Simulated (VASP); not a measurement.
# WSe (F-43m) in VASP: further runs

WSe is run at these levels: r2SCAN+U; tasks: single point.

Program: VASP 6.6.1. These are calculated values, not measurements. Logs are shortened: lines on timing, memory, paths and dates and some standing lists are left out, and cuts for length are marked.

## 1. The cell of the first run

It takes space group F-43m (No. 216, cubic). The conventional cell has a = 6.204 Å, b = 6.204 Å, c = 6.204 Å, α = 90.00°, β = 90.00°, γ = 90.00°. Within 3.5 Å of W (site symmetry -43m) lie 4 Se at 2.69 Å. Within 3.5 Å of Se (site symmetry -43m) lie 4 W at 2.69 Å.

## 2. Single point, r2SCAN+U, collinear spin

The input, POSCAR:

```
WSe
1.0
    0.0000000000      3.1021847864      3.1021847864
    3.1021847864      0.0000000000      3.1021847864
    3.1021847864      3.1021847864      0.0000000000
W Se
1 1
Direct
    0.0000000000      0.0000000000      0.0000000000
    0.2500000000      0.2500000000      0.2500000000
```

The input, INCAR.step1:

```
SYSTEM = WSe
ALGO = Normal
EDIFF = 1E-4
ENCUT = 520
GGA = PE
ISMEAR = 0
ISPIN = 2
LASPH = .TRUE.
LCHARG = .FALSE.
LDAU = .TRUE.
LDAUJ = 0 0
LDAUL = 2 -1
LDAUTYPE = 2
LDAUU = 6.2 0
LMAXMIX = 4
LREAL = .FALSE.
LWAVE = .TRUE.
MAGMOM = 1 0
NBANDS = 21
NELM = 150
PREC = Accurate
SIGMA = 0.1
```

The input, INCAR.step2:

```
SYSTEM = WSe
ALGO = Normal
EDIFF = 1E-6
ENCUT = 520
ISIF = 2
ISMEAR = 0
ISPIN = 2
ISTART = 1
LASPH = .TRUE.
LCHARG = .TRUE.
LDAU = .TRUE.
LDAUJ = 0 0
LDAUL = 2 -1
LDAUPRINT = 1
LDAUTYPE = 2
LDAUU = 6.2 0
LELF = .TRUE.
LMAXMIX = 4
LMIXTAU = .TRUE.
LORBIT = 11
LREAL = .FALSE.
LVHAR = .TRUE.
LWAVE = .FALSE.
MAGMOM = 1 0
METAGGA = R2SCAN
NBANDS = 21
NELM = 150
PREC = Accurate
SIGMA = 0.1
```

The input, KPOINTS:

```
k-points
0
G
  12 12 12
  0 0 0
```

Potentials or basis: VASP PAW PBE potentials, release 64 (W_sv, Se).

Started as:

```bash
$ cat potpaw_PBE.64/W_sv/POTCAR potpaw_PBE.64/Se/POTCAR > POTCAR
$ cp INCAR.step1 INCAR
$ mpirun -np 1 vasp_std > vasp.out
$ cp INCAR.step2 INCAR
$ mpirun -np 1 vasp_std > vasp.out
```

OUTCAR:

```text
SYSTEM = WSe
   EDIFF = 1E-6
   ENCUT = 520
   ISIF = 2
   ISMEAR = 0
   ISPIN = 2
   ISTART = 1
   LASPH = .TRUE.
   LORBIT = 11
   LREAL = .FALSE.
   METAGGA = R2SCAN
   NELM = 150
   PREC = Accurate

 ion  position               nearest neighbor table
   1  0.000  0.000  0.000-   2 2.69   2 2.69   2 2.69   2 2.69
   2  0.250  0.250  0.250-   1 2.69   1 2.69   1 2.69   1 2.69

  LATTYP: Found a face centered cubic cell.
 ALAT       =     6.2043695728

  Lattice vectors:

 A1 = (   0.0000000000,   3.1021847864,   3.1021847864)
 A2 = (   3.1021847864,   0.0000000000,   3.1021847864)
 A3 = (   3.1021847864,   3.1021847864,   0.0000000000)

Analysis of symmetry for initial positions (statically):
=====================================================================
 Subroutine PRICEL returns:
 Original cell was already a primitive cell.

 Routine SETGRP: Setting up the symmetry group for a
 face centered cubic supercell.

 Subroutine GETGRP returns: Found 24 space group operations
 (whereof 24 operations were pure point group operations)
 out of a pool of 48 trial point group operations.

The static configuration has the point symmetry T_d .

Analysis of symmetry for dynamics (positions and initial velocities):
=====================================================================
 Subroutine PRICEL returns:
 Original cell was already a primitive cell.

 Routine SETGRP: Setting up the symmetry group for a
 face centered cubic supercell.

 Subroutine GETGRP returns: Found 24 space group operations
 (whereof 24 operations were pure point group operations)
 out of a pool of 48 trial point group operations.

The dynamic configuration has the point symmetry T_d .

Analysis of structural, dynamic, and magnetic symmetry:
=====================================================================
 Subroutine PRICEL returns:
 Original cell was already a primitive cell.

 Routine SETGRP: Setting up the symmetry group for a
 face centered cubic supercell.

 Subroutine GETGRP returns: Found 24 space group operations
 (whereof 24 operations were pure point group operations)
 out of a pool of 48 trial point group operations.

The overall configuration has the point symmetry T_d .

 Subroutine INISYM returns: Found 24 space group operations
 (whereof 24 operations are pure point group operations),
 and found     1 'primitive' translations

----------------------------------------------------------------------------------------

                                     Primitive cell

  volume of cell :      59.7081

  direct lattice vectors                    reciprocal lattice vectors
     0.000000000  3.102184786  3.102184786    -0.161176730  0.161176730  0.161176730
     3.102184786  0.000000000  3.102184786     0.161176730 -0.161176730  0.161176730
     3.102184786  3.102184786  0.000000000     0.161176730  0.161176730 -0.161176730

  length of vectors
     4.387151798  4.387151798  4.387151798     0.279166286  0.279166286  0.279166286

  position of ions in fractional coordinates (direct lattice)
     0.000000000  0.000000000  0.000000000
     0.250000000  0.250000000  0.250000000

  ion indices of the primitive-cell ions
   primitive index   ion index
                 1           1
                 2           2

----------------------------------------------------------------------------------------

 KPOINTS: k-points

Automatic generation of k-mesh.
 Grid dimensions read from file:
 generate k-points for:   12   12   12

 Generating k-lattice:

[... 62 lines left out ...]
   LREAL  =      F    real-space projection
   EDIFFG = 0.1E-04   stopping-criterion for IOM
   NSW    =      0    number of steps for IOM
   IBRION =     -1    ionic relax: 0-MD 1-quasi-New 2-CG
   NFREE  =      0    steps in history (QN), initial steepest desc. (CG)
   ISIF   =      2    stress and relaxation
   ISYM   =      2    0-nonsym 1-usesym 2-fastsym
   POTIM  = 0.5000    time-step for ionic-motion
   TEBEG  =    0.0;   TEEND  =   0.0 temperature during run
   PSTRESS=    0.0 pullay stress
   NELECT =      20.0000    total number of electrons
   NUPDOWN=      -1.0000    fix difference up-down
   EMIN   =  10.00;   EMAX   =-10.00  energy-range for DOS
   EFERMI =   0.00;   METHOD = LEGACY
   ISMEAR =     0;   SIGMA  =   0.10  broadening in eV -4-tet -1-fermi 0-gaus
   EFERMI_NEDOS =   21; number of points for ismear=-14 and -15
   IALGO  =     38    algorithm
   IMIX   =      4    mixing-type and parameters
     AMIX     =   0.40;   BMIX     =  1.00
     AMIX_MAG =   1.60;   BMIX_MAG =  1.00
  volume/ion in A,a.u.               =      29.85       201.46
  Fermi-wavevector in a.u.,A,eV,Ry     =   1.136948  2.148520 17.587573  1.292650
  Thomas-Fermi vector in A             =   2.273653
   LORBIT       =     11    0 simple, 1 ext, 2 COOP (PROOUT), +10 PAW based schemes
 LDA+U is selected, type is set to LDAUTYPE =  2
   angular momentum for each species LDAUL =     2   -1
   U (eV)           for each species LDAUU =   6.2  0.0
   J (eV)           for each species LDAUJ =   0.0  0.0
   METAGGA = R2SCAN    functional components
   LHFCALC =     F    Hartree Fock is set to
   AEXX    =    0.0000 exact exchange contribution
   IVDW    =     0    specifies the selected vdW correction
   LEPSILON=     F    determine dielectric tensor
   LRPA    =     F    only Hartree local field effects (RPA)
 spin polarized calculation
 Gauss-broadening in eV      SIGMA  =   0.10
  energy-cutoff  :      520.00
  volume of cell :       59.71
 maximum number of plane-waves:      1639
 NGX is ok and might be reduce to    36
   NGX = 17   NGY = 17   NGZ = 17

atom =   1  type =  1  l = 2

 onsite density matrix

spin component  1

  0.6013 -0.0000  0.0000 -0.0000  0.0000
 -0.0000  0.6013 -0.0000  0.0000  0.0000
  0.0000 -0.0000  0.7560  0.0000  0.0000
 -0.0000  0.0000  0.0000  0.6013 -0.0000
  0.0000  0.0000  0.0000 -0.0000  0.7560

spin component  2

  0.0420 -0.0000  0.0000  0.0000 -0.0000
 -0.0000  0.0420  0.0000  0.0000  0.0000
  0.0000  0.0000  0.0107  0.0000  0.0000
  0.0000  0.0000  0.0000  0.0420  0.0000
 -0.0000  0.0000  0.0000  0.0000  0.0107

 occupancies and eigenvectors

  o =  0.0107  v =  0.0000  0.0000  0.0000  0.0000  0.0000  0.0000 -0.0000  0.0045  0.0000 -1.0000      0.0000  0.0000  0.0000  0.0000  0.0000  0.0000  0.0000  0.0000  0.0000  0.0000
  o =  0.0107  v =  0.0000  0.0000  0.0000  0.0000  0.0000  0.0000  0.0000 -1.0000 -0.0000 -0.0045      0.0000  0.0000  0.0000  0.0000  0.0000  0.0000  0.0000  0.0000  0.0000  0.0000
  o =  0.0420  v =  0.0000  0.0000  0.0000  0.0000  0.0000  0.0000  0.9999  0.0000 -0.0135 -0.0000      0.0000  0.0000  0.0000  0.0000  0.0000  0.0000  0.0000  0.0000  0.0000  0.0000
  o =  0.0420  v =  0.0000  0.0000  0.0000  0.0000  0.0000  1.0000  0.0000  0.0000  0.0000  0.0000      0.0000  0.0000  0.0000  0.0000  0.0000  0.0000  0.0000  0.0000  0.0000  0.0000
  o =  0.0420  v =  0.0000  0.0000  0.0000  0.0000  0.0000  0.0000  0.0135 -0.0000  0.9999  0.0000      0.0000  0.0000  0.0000  0.0000  0.0000  0.0000  0.0000  0.0000  0.0000  0.0000
  o =  0.6013  v =  0.0000 -0.9332  0.0000 -0.3594  0.0000  0.0000  0.0000  0.0000  0.0000  0.0000      0.0000  0.0000  0.0000  0.0000  0.0000  0.0000  0.0000  0.0000  0.0000  0.0000
  o =  0.6013  v =  1.0000  0.0000  0.0000  0.0000  0.0000  0.0000  0.0000  0.0000  0.0000  0.0000      0.0000  0.0000  0.0000  0.0000  0.0000  0.0000  0.0000  0.0000  0.0000  0.0000
  o =  0.6013  v =  0.0000  0.3594 -0.0000 -0.9332  0.0000  0.0000  0.0000  0.0000  0.0000  0.0000      0.0000  0.0000  0.0000  0.0000  0.0000  0.0000  0.0000  0.0000  0.0000  0.0000
  o =  0.7560  v =  0.0000 -0.0000 -0.1970 -0.0000 -0.9804  0.0000  0.0000  0.0000  0.0000  0.0000      0.0000  0.0000  0.0000  0.0000  0.0000  0.0000  0.0000  0.0000  0.0000  0.0000
  o =  0.7560  v =  0.0000 -0.0000 -0.9804  0.0000  0.1970  0.0000  0.0000  0.0000  0.0000  0.0000      0.0000  0.0000  0.0000  0.0000  0.0000  0.0000  0.0000  0.0000  0.0000  0.0000

 number of electron      19.9999999 magnetization       4.0000000

 Free energy of the ion-electron system (eV)
  ---------------------------------------------------
  ext. energy  EPLUGINS =         0.00000000
  ---------------------------------------------------
  free energy    TOTEN  =       -58.65202102 eV

  energy without entropy =      -58.64604342  energy(sigma->0) =      -58.64903222

 E-fermi :   3.9565     XC(G=0):  -9.5135

 val. band max:        3.9477828771   @ k =  -0.4167   0.2500   0.0000
 cond. band min:       3.9875396490   @ k =  -0.4167   0.3333   0.1667
 fundamental gap:      0.0397567719
 Fermi energy:         3.9565043133

 spin component 1

 k-point     1 :       0.0000    0.0000    0.0000
  band No.  band energies     occupation
      1     -72.6815      1.00000
      2     -36.6596      1.00000
      3     -36.6596      1.00000
      4     -36.6596      1.00000
      5     -10.8535      1.00000
      6      -1.2717      1.00000
[... 1145 lines left out ...]
     20      16.6961      0.00000
     21      18.5261      0.00000

 [... further k-points ...]

------------------------ aborting loop because EDIFF is reached ----------------------------------------

  FORCE on cell =-STRESS in cart. coord.  units (eV):
  Direction    XX          YY          ZZ          XY          YZ          ZX
  --------------------------------------------------------------------------------------
  -------------------------------------------------------------------------------------
  Total       -0.6264355     -0.6264355     -0.6264355      0.0000000      0.0000000      0.0000000
  in kB      -16.8094686    -16.8094686    -16.8094686      0.0000000      0.0000000      0.0000000
  external PRESSURE =     -16.8094686 kB  Pullay stress =       0.0000000 kB

 VOLUME and BASIS-vectors are now :
 -----------------------------------------------------------------------------
  energy-cutoff  :      520.00
  volume of cell :       59.71
      direct lattice vectors                 reciprocal lattice vectors
     0.000000000  3.102184786  3.102184786    -0.161176730  0.161176730  0.161176730
     3.102184786  0.000000000  3.102184786     0.161176730 -0.161176730  0.161176730
     3.102184786  3.102184786  0.000000000     0.161176730  0.161176730 -0.161176730

 POSITION                                       TOTAL-FORCE (eV/Angst)
 -----------------------------------------------------------------------------------
      0.00000      0.00000      0.00000         0.000000      0.000000      0.000000
      1.55109      1.55109      1.55109        -0.000000     -0.000000     -0.000000
 -----------------------------------------------------------------------------------
    total drift:                               -0.000002     -0.000002     -0.000002

  FREE ENERGIE OF THE ION-ELECTRON SYSTEM (eV)
  ---------------------------------------------------
  free  energy   TOTEN  =       -58.6520210242 eV

  energy  without entropy=      -58.6460434216  energy(sigma->0) =      -58.64903222

 total charge

# of ion       s       p       d       tot
------------------------------------------
    1        2.277   6.099   3.424  11.800
    2        1.450   2.393   0.047   3.890
--------------------------------------------------
tot          3.727   8.492   3.472  15.690

 magnetization (x)

# of ion       s       p       d       tot
------------------------------------------
    1        0.125   0.045   3.136   3.307
    2        0.013  -0.280   0.043  -0.223
--------------------------------------------------
tot          0.139  -0.235   3.180   3.084
```

It took 4.3 min on 1 thread of Intel Xeon 6975P-C (Granite Rapids), shared host; peak memory 0.34 GiB.

What came out:

- Free energy: -58.6520 eV
- Pressure: -1.7 GPa
- Band gap on the k mesh: zero (filled and empty bands overlap)
- Net moment: 4.00 μB per cell
- Site moments: W +3.31; Se -0.22 μB
- Valence electrons inside the program's atomic spheres: W 11.80; Se 3.89

Eigenvalues of the final occupation matrices:
```tsv
site	spin	trace	eigenvalues
site 1 d	1	3.32	0.60 0.60 0.60 0.76 0.76
site 1 d	2	0.15	0.01 0.01 0.04 0.04 0.04
```

Caveat: the PAW data sets were made with another functional, which shifts forces and pressure a little; spin-orbit coupling is left out, which moves the levels of the heavy elements.

## 3. Single point, r2SCAN+U, collinear spin

POSCAR is that of step 2.

The input, INCAR.step1:

```
ALGO = Normal ; EDIFF = 1E-4
ENCUT = 520 ; GGA = PE
ISMEAR = 0 ; ISPIN = 2
LASPH = True ; LCHARG = False
LDAU = True ; LDAUJ = 0 0
LDAUL = 2 -1 ; LDAUTYPE = 2
LDAUU = 6.2 0 ; LMAXMIX = 4
LREAL = False ; LWAVE = True
MAGMOM = 2.5 0 ; NBANDS = 21
NELM = 150 ; PREC = Accurate
SIGMA = 0.1
```

The input, INCAR.step2:

```
ALGO = Normal ; EDIFF = 1E-6
ENCUT = 520 ; ISIF = 2
ISMEAR = 0 ; ISPIN = 2
ISTART = 1 ; LASPH = True
LCHARG = False ; LDAU = True
LDAUJ = 0 0 ; LDAUL = 2 -1
LDAUPRINT = 1 ; LDAUTYPE = 2
LDAUU = 6.2 0 ; LMAXMIX = 4
LMIXTAU = True ; LORBIT = 11
LREAL = False ; LWAVE = False
MAGMOM = 2.5 0 ; METAGGA = R2SCAN
NBANDS = 21 ; NELM = 150
PREC = Accurate ; SIGMA = 0.1
```

The input, KPOINTS:

```
k-points
0
Gamma
  12 12 12
```

Potentials or basis: VASP PAW PBE potentials, release 64 (W_sv, Se).

Started as:

```bash
$ cat potpaw_PBE.64/W_sv/POTCAR potpaw_PBE.64/Se/POTCAR > POTCAR
$ cp INCAR.step1 INCAR
$ mpirun -np 1 vasp_std > vasp.out
$ cp INCAR.step2 INCAR
$ mpirun -np 1 vasp_std > vasp.out
```

It took 3.7 min on 1 thread of Intel Xeon 6975P-C (Granite Rapids), shared host; peak memory 0.35 GiB.

Results (log left out):

* Free energy: -58.6520 eV
* Pressure: -1.7 GPa
* Band gap on the k mesh: zero (filled and empty bands overlap)
* Net moment: 4.00 μB per cell
* Site moments: W +3.31; Se -0.22 μB
* Valence electrons inside the program's atomic spheres: W 11.80; Se 3.89

Levels at points of the mesh, in eV from the Fermi level:
Spin up:
```tsv
k point	band 8	band 9	band 10	band 11	band 12	band 13	band 14	band 15	band 16	band 17
(0.00, 0.00, 0.00)	-5.23	-3.01	-3.01	-1.13	2.19	2.19	2.19	5.51	5.51	5.51
(0.50, 0.00, 0.00)	-5.02	-2.63	-2.63	-1.77	0.47	0.47	1.47	6.13	6.82	6.82
(0.50, 0.50, 0.00)	-4.32	-2.71	-2.58	-2.45	-0.88	-0.88	3.72	4.26	7.51	9.73
```
Spin down:
```
           k point  band 6  band 7  band 8  band 9  band 10  band 11
(0.00, 0.00, 0.00)   -3.85   -3.85   -3.85    0.76     3.59     3.59
(0.50, 0.00, 0.00)   -5.40   -3.78   -3.78    2.49     3.65     3.65
(0.50, 0.50, 0.00)   -5.48   -3.85   -3.85    1.07     2.31     4.43
```

Eigenvalues of the final occupation matrices:
| site | spin | trace | eigenvalues |
| --- | --- | --- | --- |
| site 1 d | 1 | 3.32 | 0.60 0.60 0.60 0.76 0.76 |
| site 1 d | 2 | 0.15 | 0.01 0.01 0.04 0.04 0.04 |

Caveat: the PAW data sets were made with another functional, which shifts forces and pressure a little; spin-orbit coupling is left out, which moves the levels of the heavy elements.
